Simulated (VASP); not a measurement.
# Os in VASP: notebook

Os is run at these levels: PBEsol; tasks: electric field gradients.

Program: VASP 6.6.1. These are calculated values, not measurements. Logs are shortened: lines on timing, memory, paths and dates and some standing lists are left out, and cuts for length are marked.

### Step 1. The cell of the first run

Symmetry: Fm-3m, No. 225, cubic system. Conventional cell: a = 3.890 Å, b = 3.890 Å, c = 3.890 Å, α = 90.00°, β = 90.00°, γ = 90.00°. Within 3.6 Å of Os (site symmetry m-3m) lie 12 Os at 2.75 Å.

### Step 2. Electric field gradients, PBEsol

Contents of INCAR:

```
SYSTEM = Os
PREC     = Accurate       ! precision mode
ENCUT    = 520            ! plane-wave cutoff, eV
EDIFF    = 1E-8           ! SCF threshold, eV
ISMEAR   = -1             ! smearing method
SIGMA    = 0.05           ! smearing width, eV
LREAL    = .False.        ! projectors in reciprocal space
LASPH    = .True.         ! aspherical terms in the spheres
NELM     = 120            ! most SCF steps
ALGO     = Normal         ! electronic algorithm
ISIF     = 2              ! what is computed and relaxed
LWAVE    = .False.        ! write WAVECAR
LCHARG   = .False.        ! write CHGCAR
GGA      = PS             ! functional
LEFG     = .True.       
NBANDS   = 10             ! bands
GGA_COMPAT= .False.
```

Contents of KPOINTS:

```
regular mesh
0
Gamma
  14 14 14
  0 0 0
```

Contents of POSCAR:

```
Os
1.0
    0.0000000000      1.9450000000      1.9450000000
    1.9450000000      0.0000000000      1.9450000000
    1.9450000000      1.9450000000      0.0000000000
Os
1
Direct
    0.0000000000      0.0000000000      0.0000000000
```

Potentials or basis: VASP PAW PBE potentials, release 64 (Os).

Command:

```
cat potpaw_PBE.64/Os/POTCAR > POTCAR
mpirun -np 1 vasp_std > vasp.out
```

OUTCAR:

```text
SYSTEM = Os
   PREC = Accurate
   ENCUT = 520
   EDIFF = 1E-8
   ISMEAR = -1
   LREAL = .False.
   LASPH = .True.
   NELM = 120
   ISIF = 2
   GGA = PS

 ion  position               nearest neighbor table
   1  0.000  0.000  0.000-

  LATTYP: Found a face centered cubic cell.
 ALAT       =     3.8900000000

  Lattice vectors:

 A1 = (   0.0000000000,   1.9450000000,   1.9450000000)
 A2 = (   1.9450000000,   0.0000000000,   1.9450000000)
 A3 = (   1.9450000000,   1.9450000000,   0.0000000000)

Analysis of symmetry for initial positions (statically):
=====================================================================
 Subroutine PRICEL returns:
 Original cell was already a primitive cell.

 Routine SETGRP: Setting up the symmetry group for a
 face centered cubic supercell.

 Subroutine GETGRP returns: Found 48 space group operations
 (whereof 48 operations were pure point group operations)
 out of a pool of 48 trial point group operations.

The static configuration has the point symmetry O_h .

Analysis of symmetry for dynamics (positions and initial velocities):
=====================================================================
 Subroutine PRICEL returns:
 Original cell was already a primitive cell.

 Routine SETGRP: Setting up the symmetry group for a
 face centered cubic supercell.

 Subroutine GETGRP returns: Found 48 space group operations
 (whereof 48 operations were pure point group operations)
 out of a pool of 48 trial point group operations.

The dynamic configuration has the point symmetry O_h .

 Subroutine INISYM returns: Found 48 space group operations
 (whereof 48 operations are pure point group operations),
 and found     1 'primitive' translations

----------------------------------------------------------------------------------------

                                     Primitive cell

  volume of cell :      14.7160

  direct lattice vectors                    reciprocal lattice vectors
     0.000000000  1.945000000  1.945000000    -0.257069409  0.257069409  0.257069409
     1.945000000  0.000000000  1.945000000     0.257069409 -0.257069409  0.257069409
[... 122 lines left out ...]
 Free energy of the ion-electron system (eV)
  ---------------------------------------------------
  ext. energy  EPLUGINS =         0.00000000
  ---------------------------------------------------
  free energy    TOTEN  =       -12.04764463 eV

  energy without entropy =      -12.03717921  energy(sigma->0) =      -12.04241192

 E-fermi :   8.3952     XC(G=0): -13.8653

 val. band max:        8.3934958663   @ k =   0.3571   0.2857   0.0714
 cond. band min:       8.3984574271   @ k =  -0.4286   0.3571   0.1429
 fundamental gap:      0.0049615608
 Fermi energy:         8.3952106387

 k-point     1 :       0.0000    0.0000    0.0000
  band No.  band energies     occupation
      1      -1.9826      2.00000
      2       5.6388      2.00000
      3       5.6388      2.00000
      4       5.6388      2.00000
      5       8.4721      0.35368
      6       8.4721      0.35368
      7      22.7375      0.00000
      8      28.2347      0.00000
      9      28.2347      0.00000
     10      28.2347      0.00000
[... 287 lines left out ...]
 k-point    24 :       0.2857    0.1429    0.0000
  band No.  band energies     occupation
      1       0.7696      2.00000
      2       4.1787      2.00000
      3       5.9730      2.00000
      4       6.7867      2.00000
      5       8.1538      1.98413
      6       9.4699      0.00000
      7      23.6419      0.00000
      8      26.6402      0.00000
      9      28.7661      0.00000
     10      29.6010      0.00000

 [... further k-points ...]

------------------------ aborting loop because EDIFF is reached ----------------------------------------

  FORCE on cell =-STRESS in cart. coord.  units (eV):
  Direction    XX          YY          ZZ          XY          YZ          ZX
  --------------------------------------------------------------------------------------
  -------------------------------------------------------------------------------------
  Total       -1.8335633     -1.8335633     -1.8335633      0.0000000     -0.0000000      0.0000000
  in kB     -199.6262649   -199.6262649   -199.6262649      0.0000000     -0.0000000      0.0000000
  external PRESSURE =    -199.6262649 kB  Pullay stress =       0.0000000 kB

 VOLUME and BASIS-vectors are now :
 -----------------------------------------------------------------------------
  energy-cutoff  :      520.00
  volume of cell :       14.72
      direct lattice vectors                 reciprocal lattice vectors
     0.000000000  1.945000000  1.945000000    -0.257069409  0.257069409  0.257069409
     1.945000000  0.000000000  1.945000000     0.257069409 -0.257069409  0.257069409
     1.945000000  1.945000000  0.000000000     0.257069409  0.257069409 -0.257069409

 POSITION                                       TOTAL-FORCE (eV/Angst)
 -----------------------------------------------------------------------------------
      0.00000      0.00000      0.00000         0.000000      0.000000      0.000000
 -----------------------------------------------------------------------------------
    total drift:                                0.000000      0.000000     -0.000000

  FREE ENERGIE OF THE ION-ELECTRON SYSTEM (eV)
  ---------------------------------------------------
  free  energy   TOTEN  =       -12.0476446283 eV

  energy  without entropy=      -12.0371792058  energy(sigma->0) =      -12.04241192

 Electric field gradients (V/A^2)
---------------------------------------------------------------------
 ion       V_xx      V_yy      V_zz      V_xy      V_xz      V_yz
---------------------------------------------------------------------
   1       0.000    -0.000     0.000    -0.000    -0.000    -0.000
---------------------------------------------------------------------

 Electric field gradients after diagonalization (V/A^2)
 (convention: |V_zz| > |V_xx| > |V_yy|)
----------------------------------------------------------------------
 ion       V_xx      V_yy      V_zz     asymmetry (V_yy - V_xx)/ V_zz
----------------------------------------------------------------------
   1       0.000     0.000    -0.000       0.000
----------------------------------------------------------------------

           NMR quadrupolar parameters

 Cq : quadrupolar parameter    Cq=e*Q*V_zz/h
 eta: asymmetry parameters     (V_yy - V_xx)/ V_zz
 Q  : nuclear electric quadrupole moment in mb (millibarn)
----------------------------------------------------------------------
 ion       Cq(MHz)       eta       Q (mb)
----------------------------------------------------------------------
   1      -0.000       0.000       1.000
----------------------------------------------------------------------
```

OSZICAR:

```text
N       E                     dE             d eps       ncg     rms          rms(c)
DAV:   1     0.364931345039E+02    0.36493E+02   -0.41681E+03  2128   0.739E+02
DAV:   2    -0.116637631349E+02   -0.48157E+02   -0.44889E+02  2168   0.202E+02
DAV:   3    -0.128447849465E+02   -0.11810E+01   -0.11733E+01  2466   0.292E+01
DAV:   4    -0.128479304072E+02   -0.31455E-02   -0.31452E-02  2268   0.168E+00
DAV:   5    -0.128479402076E+02   -0.98004E-05   -0.98012E-05  2300   0.883E-02    0.153E+01
DAV:   6    -0.122149026285E+02    0.63304E+00   -0.77800E-01  2482   0.695E+00    0.641E+00
DAV:   7    -0.120524701512E+02    0.16243E+00   -0.46504E-01  2562   0.511E+00    0.353E-01
DAV:   8    -0.120492889160E+02    0.31812E-02   -0.20370E-03  2156   0.364E-01    0.243E-01
DAV:   9    -0.120476474226E+02    0.16415E-02   -0.77787E-04  2276   0.300E-01    0.278E-02
DAV:  10    -0.120476476404E+02   -0.21778E-06   -0.88911E-06  2274   0.219E-02    0.101E-02
DAV:  11    -0.120476446652E+02    0.29752E-05   -0.83503E-07  2248   0.133E-02    0.166E-03
DAV:  12    -0.120476446269E+02    0.38257E-07   -0.60650E-09  1548   0.668E-04    0.289E-04
DAV:  13    -0.120476446283E+02   -0.13678E-08   -0.33885E-10  1152   0.203E-04
   1 F= -.12047645E+02 E0= -.12042412E+02  d E =-.104654E-01
```

Wall time 7.5 s (1 thread of Intel Xeon Platinum 8559C (Emerald Rapids), shared host); peak memory 0.13 GiB.

What came out:

* Free energy: -12.0476 eV
* Pressure: -20.0 GPa
* Band gap on the k mesh: zero (band 4 reaches 10.67 eV, above the bottom of band 5 at 7.19 eV)

Levels at points of the mesh, in eV from the Fermi level:
```tsv
k point	band 1	band 2	band 3	band 4	band 5	band 6	band 7	band 8	band 9
(0.00, 0.00, 0.00)	-10.38	-2.76	-2.76	-2.76	0.08	0.08	14.34	19.84	19.84
(0.50, 0.00, 0.00)	-7.24	-2.90	-2.90	-0.19	2.31	2.31	8.39	13.85	19.90
(0.50, 0.50, 0.00)	-7.07	-6.38	2.27	2.27	2.95	2.95	11.48	11.97	11.97
```

Caveat: without QUAD_EFG the Cq values of the log hold for a quadrupole moment of 1 mb, not for the nuclei; the PAW data sets were made with another functional, which shifts forces and pressure a little; spin-orbit coupling is left out, which moves the levels of the heavy elements.

### Step 3. Electric field gradients, PBEsol

Contents of INCAR:

```
  PREC = Accurate
  ENCUT = 520
  EDIFF = 1E-8
  ISMEAR = -1
  SIGMA = 0.05
  LREAL = F
  LASPH = T
  NELM = 120
  ALGO = Normal
  ISIF = 2
  LWAVE = F
  LCHARG = F
  GGA = PS
  LEFG = T
  NBANDS = 10
  GGA_COMPAT = F
```

Contents of KPOINTS:

```
Automatic mesh
0
Gamma
  14 14 14
```

POSCAR is that of step 2.

Potentials or basis: VASP PAW PBE potentials, release 64 (Os).

Command:

```
cat potpaw_PBE.64/Os/POTCAR > POTCAR
mpirun -np 1 vasp_std > vasp.out
```

OUTCAR:

```text
PREC = Accurate
   ENCUT = 520
   EDIFF = 1E-8
   ISMEAR = -1
   LREAL = F
   LASPH = T
   NELM = 120
   ISIF = 2
   GGA = PS

 ion  position               nearest neighbor table
   1  0.000  0.000  0.000-

  LATTYP: Found a face centered cubic cell.
 ALAT       =     3.8900000000

  Lattice vectors:

 A1 = (   0.0000000000,   1.9450000000,   1.9450000000)
 A2 = (   1.9450000000,   0.0000000000,   1.9450000000)
 A3 = (   1.9450000000,   1.9450000000,   0.0000000000)

Analysis of symmetry for initial positions (statically):
=====================================================================
 Subroutine PRICEL returns:
 Original cell was already a primitive cell.

 Routine SETGRP: Setting up the symmetry group for a
 face centered cubic supercell.

 Subroutine GETGRP returns: Found 48 space group operations
[... 491 lines left out ...]
  external PRESSURE =    -199.6262649 kB  Pullay stress =       0.0000000 kB

 VOLUME and BASIS-vectors are now :
 -----------------------------------------------------------------------------
  energy-cutoff  :      520.00
  volume of cell :       14.72
      direct lattice vectors                 reciprocal lattice vectors
     0.000000000  1.945000000  1.945000000    -0.257069409  0.257069409  0.257069409
     1.945000000  0.000000000  1.945000000     0.257069409 -0.257069409  0.257069409
     1.945000000  1.945000000  0.000000000     0.257069409  0.257069409 -0.257069409

 POSITION                                       TOTAL-FORCE (eV/Angst)
 -----------------------------------------------------------------------------------
      0.00000      0.00000      0.00000         0.000000      0.000000      0.000000
 -----------------------------------------------------------------------------------
    total drift:                                0.000000      0.000000     -0.000000

  FREE ENERGIE OF THE ION-ELECTRON SYSTEM (eV)
  ---------------------------------------------------
  free  energy   TOTEN  =       -12.0476446283 eV

  energy  without entropy=      -12.0371792058  energy(sigma->0) =      -12.04241192

 Electric field gradients (V/A^2)
---------------------------------------------------------------------
 ion       V_xx      V_yy      V_zz      V_xy      V_xz      V_yz
---------------------------------------------------------------------
   1       0.000    -0.000     0.000    -0.000    -0.000    -0.000
---------------------------------------------------------------------

 Electric field gradients after diagonalization (V/A^2)
 (convention: |V_zz| > |V_xx| > |V_yy|)
----------------------------------------------------------------------
 ion       V_xx      V_yy      V_zz     asymmetry (V_yy - V_xx)/ V_zz
----------------------------------------------------------------------
   1       0.000     0.000    -0.000       0.000
----------------------------------------------------------------------

           NMR quadrupolar parameters

 Cq : quadrupolar parameter    Cq=e*Q*V_zz/h
 eta: asymmetry parameters     (V_yy - V_xx)/ V_zz
 Q  : nuclear electric quadrupole moment in mb (millibarn)
----------------------------------------------------------------------
 ion       Cq(MHz)       eta       Q (mb)
----------------------------------------------------------------------
   1      -0.000       0.000       1.000
----------------------------------------------------------------------
```

OSZICAR:

```text
N       E                     dE             d eps       ncg     rms          rms(c)
DAV:   1     0.364931345039E+02    0.36493E+02   -0.41681E+03  2128   0.739E+02
DAV:   2    -0.116637631349E+02   -0.48157E+02   -0.44889E+02  2168   0.202E+02
DAV:   3    -0.128447849465E+02   -0.11810E+01   -0.11733E+01  2466   0.292E+01
DAV:   4    -0.128479304072E+02   -0.31455E-02   -0.31452E-02  2268   0.168E+00
DAV:   5    -0.128479402076E+02   -0.98004E-05   -0.98012E-05  2300   0.883E-02    0.153E+01
DAV:   6    -0.122149026285E+02    0.63304E+00   -0.77800E-01  2482   0.695E+00    0.641E+00
DAV:   7    -0.120524701512E+02    0.16243E+00   -0.46504E-01  2562   0.511E+00    0.353E-01
DAV:   8    -0.120492889160E+02    0.31812E-02   -0.20370E-03  2156   0.364E-01    0.243E-01
DAV:   9    -0.120476474226E+02    0.16415E-02   -0.77787E-04  2276   0.300E-01    0.278E-02
DAV:  10    -0.120476476404E+02   -0.21778E-06   -0.88911E-06  2274   0.219E-02    0.101E-02
DAV:  11    -0.120476446652E+02    0.29752E-05   -0.83503E-07  2248   0.133E-02    0.166E-03
DAV:  12    -0.120476446269E+02    0.38257E-07   -0.60650E-09  1548   0.668E-04    0.289E-04
DAV:  13    -0.120476446283E+02   -0.13678E-08   -0.33885E-10  1152   0.203E-04
   1 F= -.12047645E+02 E0= -.12042412E+02  d E =-.104654E-01
```

Run time: 8.2 s. Hardware: 1 thread of Intel Xeon Platinum 8559C (Emerald Rapids), shared host; peak memory 0.13 GiB.

What came out:

```
Free energy            : -12.0476 eV
Pressure               : -20.0 GPa
Band gap on the k mesh : zero (band 4 reaches 10.67 eV, above the bottom of band 5 at 7.19 eV)
```

Caveat: without QUAD_EFG the Cq values of the log hold for a quadrupole moment of 1 mb, not for the nuclei; the PAW data sets were made with another functional, which shifts forces and pressure a little; spin-orbit coupling is left out, which moves the levels of the heavy elements.

[end of part 1 of 2]
